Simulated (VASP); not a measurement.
# ZnO (P6_3mc) in VASP: further runs

Aim: see how the results for ZnO move with the level of theory and the settings. Levels: PBE, r2SCAN. Tasks: single point.

Program: VASP 6.6.1. These are calculated values, not measurements. Logs are shortened: lines on timing, memory, paths and dates and some standing lists are left out, and cuts for length are marked.

## Step 1: The cell of the first run

Symmetry: P6_3mc, No. 186, hexagonal system. Conventional cell: a = 3.279 Å, b = 3.279 Å, c = 5.294 Å, α = 90.00°, β = 90.00°, γ = 120.00°. Zn (site symmetry 3m) has 4 O at 2.00 to 2.01 Å within 2.6 Å. O (site symmetry 3m) has 4 Zn at 2.00 to 2.01 Å within 2.6 Å.

## Step 2: Single point, PBE

Contents of INCAR:

```
SYSTEM = ZnO
PREC = Accurate
ENCUT = 520
EDIFF = 1E-6
ISMEAR = 0
SIGMA = 0.01
LREAL = .FALSE.
LASPH = .TRUE.
NELM = 100
ALGO = Normal
ISIF = 2
LWAVE = .FALSE.
LCHARG = .FALSE.
GGA = PE
NBANDS = 26
```

Contents of KPOINTS:

```
regular mesh
0
G
  9 9 4
  0 0 0
```

Contents of POSCAR:

```
ZnO
1.0
    3.2793887241      0.0000000000      0.0000000000
   -1.6396943621      2.8400339439      0.0000000000
    0.0000000000      0.0000000000      5.2939075477
Zn O
2 2
Direct
    0.3333333333      0.6666666667     -0.0020276137
    0.6666666667      0.3333333333      0.4979723863
    0.3333333333      0.6666666667      0.3770276137
    0.6666666667      0.3333333333      0.8770276137
```

Potentials or basis: VASP PAW PBE potentials, release 64 (Zn, O).

Started as:

```
cat potpaw_PBE.64/Zn/POTCAR potpaw_PBE.64/O/POTCAR > POTCAR
mpirun -np 1 vasp_std > vasp.out
```

OUTCAR:

```text
SYSTEM = ZnO
   PREC = Accurate
   ENCUT = 520
   EDIFF = 1E-6
   ISMEAR = 0
   LREAL = .FALSE.
   LASPH = .TRUE.
   NELM = 100
   ISIF = 2
   GGA = PE

 ion  position               nearest neighbor table
   1  0.333  0.667  0.998-   4 2.00   4 2.00   4 2.00   3 2.01
   2  0.667  0.333  0.498-   3 2.00   3 2.00   3 2.00   4 2.01
   3  0.333  0.667  0.377-   2 2.00   2 2.00   2 2.00   1 2.01
   4  0.667  0.333  0.877-   1 2.00   1 2.00   1 2.00   2 2.01

  LATTYP: Found a hexagonal cell.
 ALAT       =     3.2793887241
 C/A-ratio  =     1.6142970514

  Lattice vectors:

 A1 = (   3.2793887241,   0.0000000000,   0.0000000000)
 A2 = (  -1.6396943621,   2.8400339439,   0.0000000000)
 A3 = (   0.0000000000,   0.0000000000,   5.2939075477)

Analysis of symmetry for initial positions (statically):
=====================================================================
 Subroutine PRICEL returns:
 Original cell was already a primitive cell.

 Routine SETGRP: Setting up the symmetry group for a
 hexagonal supercell.

 Subroutine GETGRP returns: Found 12 space group operations
 (whereof  6 operations were pure point group operations)
 out of a pool of 24 trial point group operations.

The static configuration has the point symmetry C_3v.
 The point group associated with its full space group is C_6v.

Analysis of symmetry for dynamics (positions and initial velocities):
=====================================================================
 Subroutine PRICEL returns:
 Original cell was already a primitive cell.

 Routine SETGRP: Setting up the symmetry group for a
 hexagonal supercell.

 Subroutine GETGRP returns: Found 12 space group operations
 (whereof  6 operations were pure point group operations)
 out of a pool of 24 trial point group operations.

The dynamic configuration has the point symmetry C_3v.
 The point group associated with its full space group is C_6v.

 Subroutine INISYM returns: Found 12 space group operations
 (whereof  6 operations are pure point group operations),
 and found     1 'primitive' translations

----------------------------------------------------------------------------------------

                                     Primitive cell

  volume of cell :      49.3052

  direct lattice vectors                    reciprocal lattice vectors
     3.279388724  0.000000000  0.000000000     0.304934878  0.176054234  0.000000000
    -1.639694362  2.840033944  0.000000000     0.000000000  0.352108468  0.000000000
     0.000000000  0.000000000  5.293907548     0.000000000  0.000000000  0.188896385

  length of vectors
     3.279388724  3.279388724  5.293907548     0.352108468  0.352108468  0.188896385

  position of ions in fractional coordinates (direct lattice)
     0.333333333  0.666666667  0.997972386
     0.666666667  0.333333333  0.497972386
     0.333333333  0.666666667  0.377027614
     0.666666667  0.333333333  0.877027614

  ion indices of the primitive-cell ions
   primitive index   ion index
                 1           1
                 2           2
                 3           3
                 4           4

----------------------------------------------------------------------------------------

 KPOINTS: regular mesh

Automatic generation of k-mesh.
 Grid dimensions read from file:
 generate k-points for:    9    9    4

 Generating k-lattice:

  Cartesian coordinates                     Fractional coordinates (reciprocal lattice)
     0.033881653  0.019561582  0.000000000     0.111111111 -0.000000000  0.000000000
     0.000000000  0.039123163  0.000000000     0.000000000  0.111111111  0.000000000
     0.000000000  0.000000000  0.047224096     0.000000000  0.000000000  0.250000000

  Length of vectors
     0.039123163  0.039123163  0.047224096

  Shift w.r.t. Gamma in fractional coordinates (k-lattice)
     0.000000000  0.000000000  0.000000000

 Subroutine IBZKPT returns following result:
 ===========================================

 Found     36 irreducible k-points:

 Following reciprocal coordinates:
            Coordinates               Weight
  0.000000  0.000000  0.000000      1.000000
  0.111111 -0.000000  0.000000      6.000000
  0.222222 -0.000000  0.000000      6.000000
  0.333333 -0.000000  0.000000      6.000000
  0.444444 -0.000000  0.000000      6.000000
  0.111111  0.111111  0.000000      6.000000
[... 16 lines left out ...]
  0.333333  0.222222  0.250000     24.000000
  0.333333  0.333333  0.250000      4.000000
 [... further k-points ...]
   k-points           NKPTS =     36   k-points in BZ     NKDIM =     36   number of bands    NBANDS=     26
   number of dos      NEDOS =    301   number of ions     NIONS =      4
   total plane-waves  NPLWV =  23040
   dimension x,y,z NGX =    24 NGY =   24 NGZ =   40
   dimension x,y,z NGXF=    48 NGYF=   48 NGZF=   80
   ions per type =               2   2
   NGX,Y,Z   is equivalent  to a cutoff of  12.17, 12.17, 12.56 a.u.
   NGXF,Y,Z  is equivalent  to a cutoff of  24.33, 24.33, 25.12 a.u.
 SYSTEM =  ZnO
   PREC   = accura    normal or accurate (medium, high low for compatibility)
   ISTART =      0    job   : 0-new  1-cont  2-samecut
   ICHARG =      2    charge: 1-file 2-atom 10-const
   ISPIN  =      1    spin polarized calculation?
   LNONCOLLINEAR =      F non collinear calculations
   LSORBIT =      F    spin-orbit coupling
   LASPH  =      T    aspherical Exc in radial PAW
   ENCUT  =  520.0 eV  38.22 Ry    6.18 a.u.   6.10  6.10  9.84*2*pi/ulx,y,z
   NELM   =    100;   NELMIN=  2; NELMDL= -5     # of ELM steps
   EDIFF  = 0.1E-05   stopping-criterion for ELM
   LREAL  =      F    real-space projection
   EDIFFG = 0.1E-04   stopping-criterion for IOM
   NSW    =      0    number of steps for IOM
   IBRION =     -1    ionic relax: 0-MD 1-quasi-New 2-CG
   NFREE  =      0    steps in history (QN), initial steepest desc. (CG)
   ISIF   =      2    stress and relaxation
   ISYM   =      2    0-nonsym 1-usesym 2-fastsym
   POTIM  = 0.5000    time-step for ionic-motion
   TEBEG  =    0.0;   TEEND  =   0.0 temperature during run
   PSTRESS=    0.0 pullay stress
   NELECT =      36.0000    total number of electrons
   NUPDOWN=      -1.0000    fix difference up-down
   EMIN   =  10.00;   EMAX   =-10.00  energy-range for DOS
   EFERMI =   0.00;   METHOD = LEGACY
   ISMEAR =     0;   SIGMA  =   0.01  broadening in eV -4-tet -1-fermi 0-gaus
   EFERMI_NEDOS =   21; number of points for ismear=-14 and -15
   IALGO  =     38    algorithm
   IMIX   =      4    mixing-type and parameters
     AMIX     =   0.40;   BMIX     =  1.00
     AMIX_MAG =   1.60;   BMIX_MAG =  1.00
  volume/ion in A,a.u.               =      12.33        83.18
  Fermi-wavevector in a.u.,A,eV,Ry     =   1.474160  2.785759 29.567485  2.173149
  Thomas-Fermi vector in A             =   2.588966
   LORBIT       =      0    0 simple, 1 ext, 2 COOP (PROOUT), +10 PAW based schemes
   GGA     = PE    functional components
   LHFCALC =     F    Hartree Fock is set to
   AEXX    =    0.0000 exact exchange contribution
   IVDW    =     0    specifies the selected vdW correction
   LEPSILON=     F    determine dielectric tensor
   LRPA    =     F    only Hartree local field effects (RPA)
 non-spin polarized calculation
 Gauss-broadening in eV      SIGMA  =   0.01
  energy-cutoff  :      520.00
  volume of cell :       49.31
 maximum number of plane-waves:      1350
   NGX = 13   NGY = 13   NGZ = 19

 number of electron      36.0000035 magnetization

 Free energy of the ion-electron system (eV)
  ---------------------------------------------------
  ext. energy  EPLUGINS =         0.00000000
  ---------------------------------------------------
  free energy    TOTEN  =       -17.86054542 eV

  energy without entropy =      -17.86054542  energy(sigma->0) =      -17.86054542

 E-fermi :   1.0130     XC(G=0): -10.7251

 val. band max:        0.8952458224   @ k =   0.0000   0.0000   0.0000
 cond. band min:       1.6226040047   @ k =   0.0000   0.0000   0.0000
 fundamental gap:      0.7273581823
 Fermi energy:         1.0129886037

 k-point     1 :       0.0000    0.0000    0.0000
  band No.  band energies     occupation
      1     -16.9226      2.00000
      2     -16.2555      2.00000
      3      -4.6418      2.00000
      4      -4.6418      2.00000
      5      -4.6025      2.00000
      6      -4.4878      2.00000
[... 18 lines left out ...]
     25      14.8271      0.00000
     26      14.8271      0.00000

 k-point     2 :       0.1111   -0.0000    0.0000
  band No.  band energies     occupation
      1     -16.8597      2.00000
      2     -16.2276      2.00000
      3      -4.7089      2.00000
      4      -4.6050      2.00000
      5      -4.5641      2.00000
      6      -4.4703      2.00000
[... 18 lines left out ...]
     25      14.7987      0.00000
     26      14.9562      0.00000

 k-point     3 :       0.2222   -0.0000    0.0000
  band No.  band energies     occupation
      1     -16.6919      2.00000
      2     -16.1608      2.00000
      3      -4.8379      2.00000
      4      -4.5433      2.00000
      5      -4.5192      2.00000
      6      -4.4093      2.00000
[... 18 lines left out ...]
     25      14.2244      0.00000
     26      14.9232      0.00000

 k-point     4 :       0.3333   -0.0000    0.0000
  band No.  band energies     occupation
      1     -16.4795      2.00000
      2     -16.0981      2.00000
      3      -4.9028      2.00000
      4      -4.5737      2.00000
      5      -4.4416      2.00000
      6      -4.2396      2.00000
[... 18 lines left out ...]
     25      14.1098      0.00000
     26      14.7499      0.00000
[... 496 lines left out ...]
      1     -16.3307      2.00000
      2     -16.1202      2.00000
      3      -4.7836      2.00000
      4      -4.7130      2.00000
      5      -4.3560      2.00000
      6      -4.3354      2.00000
[... 18 lines left out ...]
     25      13.0233      0.00000
     26      15.9509      0.00000

 k-point    23 :       0.3333    0.2222    0.2500
  band No.  band energies     occupation
      1     -16.2058      2.00000
      2     -16.1021      2.00000
      3      -4.7138      2.00000
      4      -4.5717      2.00000
      5      -4.4039      2.00000
      6      -4.1905      2.00000
[... 18 lines left out ...]
     25      13.8403      0.00000
     26      15.2077      0.00000

 k-point    24 :       0.3333    0.3333    0.2500
  band No.  band energies     occupation
      1     -16.1296      2.00000
      2     -16.1296      2.00000
      3      -4.6117      2.00000
      4      -4.4626      2.00000
      5      -4.4626      2.00000
      6      -4.1344      2.00000
[... 18 lines left out ...]
     25      14.5328      0.00000
     26      15.4737      0.00000

 [... further k-points ...]

------------------------ aborting loop because EDIFF is reached ----------------------------------------

  FORCE on cell =-STRESS in cart. coord.  units (eV):
  Direction    XX          YY          ZZ          XY          YZ          ZX
  --------------------------------------------------------------------------------------
  -------------------------------------------------------------------------------------
  Total        0.2764536      0.2764536      0.2716713     -0.0000000      0.0000000      0.0000000
  in kB        8.9833854      8.9833854      8.8279829     -0.0000000      0.0000000      0.0000000
  external PRESSURE =       8.9315846 kB  Pullay stress =       0.0000000 kB

 VOLUME and BASIS-vectors are now :
 -----------------------------------------------------------------------------
  energy-cutoff  :      520.00
  volume of cell :       49.31
      direct lattice vectors                 reciprocal lattice vectors
     3.279388724  0.000000000  0.000000000     0.304934878  0.176054234  0.000000000
    -1.639694362  2.840033944  0.000000000     0.000000000  0.352108468  0.000000000
     0.000000000  0.000000000  5.293907548     0.000000000  0.000000000  0.188896385

 POSITION                                       TOTAL-FORCE (eV/Angst)
 -----------------------------------------------------------------------------------
     -0.00000      1.89336      5.28317         0.000000     -0.000000      0.001107
      1.63969      0.94668      2.63622        -0.000000      0.000000      0.001107
     -0.00000      1.89336      1.99595         0.000000      0.000000     -0.001107
      1.63969      0.94668      4.64290         0.000000      0.000000     -0.001107
 -----------------------------------------------------------------------------------
    total drift:                               -0.000001     -0.000001      0.001054

  FREE ENERGIE OF THE ION-ELECTRON SYSTEM (eV)
  ---------------------------------------------------
  free  energy   TOTEN  =       -17.8605454232 eV

  energy  without entropy=      -17.8605454232  energy(sigma->0) =      -17.86054542
```

It took 49 s on 1 thread of Intel Xeon Platinum 8259CL at 2.50GHz (Skylake/Cascade Lake), shared host; peak memory 0.18 GiB.

What came out:

| Property | Result |
| --- | --- |
| Free energy | -17.8605 eV |
| Pressure | 0.9 GPa |
| Band gap on the k mesh | 0.73 eV, direct |

## Step 3: Single point, PBE (volume changed by +3%)

Contents of INCAR:

```
PREC = Accurate ; ENCUT = 520
EDIFF = 1E-6 ; ISMEAR = 0
SIGMA = 0.01 ; LREAL = False
LASPH = True ; NELM = 60
ALGO = Normal ; ISIF = 2
LWAVE = False ; LCHARG = False
GGA = PE ; NBANDS = 26
```

Contents of KPOINTS:

```
regular mesh
0
Gamma
  9 9 4
```

Contents of POSCAR:

```
ZnO
1.0
    3.3118600311      0.0000000000      0.0000000000
   -1.6559300156      2.8681549207      0.0000000000
    0.0000000000      0.0000000000      5.3463258829
Zn O
2 2
Direct
    0.3333333333      0.6666666667     -0.0020276137
    0.6666666667      0.3333333333      0.4979723863
    0.3333333333      0.6666666667      0.3770276137
    0.6666666667      0.3333333333      0.8770276137
```

Potentials or basis: VASP PAW PBE potentials, release 64 (Zn, O).

Started as:

```
cat potpaw_PBE.64/Zn/POTCAR potpaw_PBE.64/O/POTCAR > POTCAR
mpirun -np 1 vasp_std > vasp.out
```

It took 60 s on 1 thread of Intel Xeon Platinum 8259CL at 2.50GHz (Skylake/Cascade Lake), shared host; peak memory 0.18 GiB.

It converged, with:

| Property | Result |
| --- | --- |
| Free energy | -17.8526 eV |
| Pressure | -2.8 GPa |
| Band gap on the k mesh | 0.68 eV, direct |

Levels at points of the mesh, in eV from the valence-band top:
```tsv
k point	band 15	band 16	band 17	band 18	band 19	band 20	band 21	band 22
(0.00, 0.00, 0.00)	-0.72	-0.07	0.00	0.00	0.68	4.98	7.97	12.58
(0.00, 0.00, 0.50)	-0.36	-0.36	-0.36	-0.36	3.29	3.29	9.79	9.79
```

## Step 4: Single point, PBE (volume changed by +6%)

Contents of INCAR:

```
SYSTEM = ZnO
PREC     = Accurate       ! precision mode
ENCUT    = 520            ! plane-wave cutoff, eV
EDIFF    = 1E-6           ! SCF threshold, eV
ISMEAR   = 0              ! smearing method
SIGMA    = 0.01           ! smearing width, eV
LREAL    = .False.        ! projectors in reciprocal space
LASPH    = .True.         ! aspherical terms in the spheres
NELM     = 80             ! most SCF steps
ALGO     = Normal         ! electronic algorithm
ISIF     = 2              ! what is computed and relaxed
LWAVE    = .False.        ! write WAVECAR
LCHARG   = .False.        ! write CHGCAR
GGA      = PE             ! functional
NBANDS   = 26             ! bands
```

Contents of KPOINTS:

```
Automatic mesh
0
Gamma
  9 9 4
  0 0 0
```

Contents of POSCAR:

```
ZnO
1.0
    3.3437067928      0.0000000000      0.0000000000
   -1.6718533964      2.8957350253      0.0000000000
    0.0000000000      0.0000000000      5.3977360164
Zn O
2 2
Direct
    0.3333333333      0.6666666667     -0.0020276137
    0.6666666667      0.3333333333      0.4979723863
    0.3333333333      0.6666666667      0.3770276137
    0.6666666667      0.3333333333      0.8770276137
```

Started as:

```
cat potpaw_PBE.64/Zn/POTCAR potpaw_PBE.64/O/POTCAR > POTCAR
mpirun -np 1 vasp_std > vasp.out
```

Run time: 75 s. Hardware: 1 thread of Intel Xeon Platinum 8259CL at 2.50GHz (Skylake/Cascade Lake), shared host; peak memory 0.19 GiB.

The run converged. Its results:

| Property | Result |
| --- | --- |
| Free energy | -17.8133 eV |
| Pressure | -5.9 GPa |
| Band gap on the k mesh | 0.64 eV, direct |

Levels at points of the mesh, in eV from the valence-band top:
```
           k point  band 15  band 16  band 17  band 18  band 19  band 20  band 21  band 22
(0.00, 0.00, 0.00)    -0.69    -0.06     0.00     0.00     0.64     4.87     7.88    12.43
(0.00, 0.00, 0.50)    -0.34    -0.34    -0.34    -0.34     3.22     3.22     9.67     9.67
```

## Step 5: Single point, r2SCAN (volume changed by -6%)

Contents of POSCAR:

```
ZnO
1.0
    3.1692949648      0.0000000000      0.0000000000
   -1.5846474824      2.7446899516      0.0000000000
    0.0000000000      0.0000000000      5.1045760187
Zn O
2 2
Direct
    0.3333333333      0.6666666667     -0.0023477534
    0.6666666667      0.3333333333      0.4976522466
    0.3333333333      0.6666666667      0.3773477534
    0.6666666667      0.3333333333      0.8773477534
```

Contents of INCAR.step1:

```
SYSTEM = ZnO
  ALGO = Normal
  EDIFF = 1E-4
  ENCUT = 520
  GGA = PE
  ISMEAR = 0
  LASPH = .True.
  LCHARG = .False.
  LREAL = .False.
  LWAVE = .True.
  NBANDS = 26
  NELM = 100
  PREC = Accurate
  SIGMA = 0.01
```

Contents of INCAR.step2:

```
SYSTEM = ZnO
  ALGO = Normal
  EDIFF = 1E-6
  ENCUT = 520
  ISIF = 2
  ISMEAR = 0
  ISTART = 1
  LASPH = .True.
  LCHARG = .False.
  LMIXTAU = .True.
  LREAL = .False.
  LWAVE = .False.
  METAGGA = R2SCAN
  NBANDS = 26
  NELM = 100
  PREC = Accurate
  SIGMA = 0.01
```

Contents of KPOINTS:

```
k-points
0
Gamma
  9 9 4
  0 0 0
```

Started as:

```
cat potpaw_PBE.64/Zn/POTCAR potpaw_PBE.64/O/POTCAR > POTCAR
cp INCAR.step1 INCAR
mpirun -np 1 vasp_std > vasp.out
cp INCAR.step2 INCAR
mpirun -np 1 vasp_std > vasp.out
```

Run time: 2.5 min. Hardware: 1 thread of Intel Xeon Platinum 8259CL at 2.50GHz (Skylake/Cascade Lake), shared host; peak memory 0.18 GiB.

Results (log left out):

| Quantity | Value |
| --- | --- |
| Free energy | -36.2065 eV |
| Pressure | 12.0 GPa |
| Largest force | 0.010 eV/Å |
| Band gap on the k mesh | 1.33 eV, direct |

Forces on the atoms (eV/Å):
```
Zn   0.000  0.000  0.010
Zn   0.000  0.000  0.010
O    0.000  0.000 -0.010
O    0.000  0.000 -0.010
```

Levels at points of the mesh, in eV from the valence-band top:
```csv
k point,band 16,band 17,band 18,band 19,band 20,band 21
"(0.00, 0.00, 0.00)",-0.12,0.00,0.00,1.33,6.11,9.06
"(0.00, 0.00, 0.50)",-0.44,-0.44,-0.44,4.09,4.09,11.09
```

Caveat: the PAW data sets were made with another functional, which shifts forces and pressure a little.

## Step 6: Summary

| level | cell | gap on the mesh (eV) | pressure (GPa) |
| --- | --- | --- | --- |
| PBE | a = 3.279, b = 3.279, c = 5.294 Å, angles 90.0, 90.0, 120.0°, 4 atoms | 0.73 | 0.9 |
| PBE | a = 3.312, b = 3.312, c = 5.346 Å, angles 90.0, 90.0, 120.0°, 4 atoms | 0.68 | -2.8 |
| PBE | a = 3.344, b = 3.344, c = 5.398 Å, angles 90.0, 90.0, 120.0°, 4 atoms | 0.64 | -5.9 |
| r2SCAN | a = 3.169, b = 3.169, c = 5.105 Å, angles 90.0, 90.0, 120.0°, 4 atoms | 1.33 | 12.0 |

Alike in all rows: task single point; potentials or basis VASP PAW PBE potentials, release 64 (Zn, O); no spin polarisation; k mesh 9 × 9 × 4; cutoff (eV) 520; smearing gaussian 0.01 eV.

Caveats: the PAW data sets were made with another functional, which shifts forces and pressure a little (some runs).

Absolute energies hang on the potentials; compare differences alone.
